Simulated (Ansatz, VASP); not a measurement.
KRh3 in VASP and in Ansatz

```
K Rh
1.0
     4.04751    0.00000    0.00000
     0.00000    4.04751    0.00000
     0.00000    0.00000    4.04751
K Rh
1 3
Direct
  0.00000 0.00000 0.00000
  0.00000 0.50000 0.50000
  0.50000 0.00000 0.50000
  0.50000 0.50000 0.00000
```

Alike in both runs: functional r2SCAN; k mesh 12 × 12 × 12; occupations gaussian, width 0.1 eV; no spin polarisation.

Ansatz relaxed the structure, and its values are those at the end. VASP's run is a single point on that final structure, the one shown.

|  | VASP | Ansatz |
| --- | --- | --- |
| version | VASP 6.6.1 | Ansatz 0.2.0 |
| potentials or method | VASP PAW PBE potentials, release 64 (K_sv, Rh_pv) | scalar-relativistic, plane waves, PAW |
| plane-wave cutoff (eV) | 520 | 500 |
| valence electrons in the cell | 54 | 60 |

Ansatz gave:

| Quantity | Value |
| --- | --- |
| gap on the k mesh at the Fermi level (eV) | none |
| pressure (GPa) | 0.0 |

Problem. Estimate VASP's values.

Solution. gap on the k mesh at the Fermi level (eV): none; pressure (GPa): 0.9.

VASP's potentials were made for PBE, not for r2SCAN. A gap of «none» marks a metal or a gap that the smearing closes. The functional is the same, so the differences come from potentials, cutoffs and numerics. VASP's potentials hold 54 valence electrons a cell and Ansatz's 60, so a difference there can come from the potentials and not from the codes.
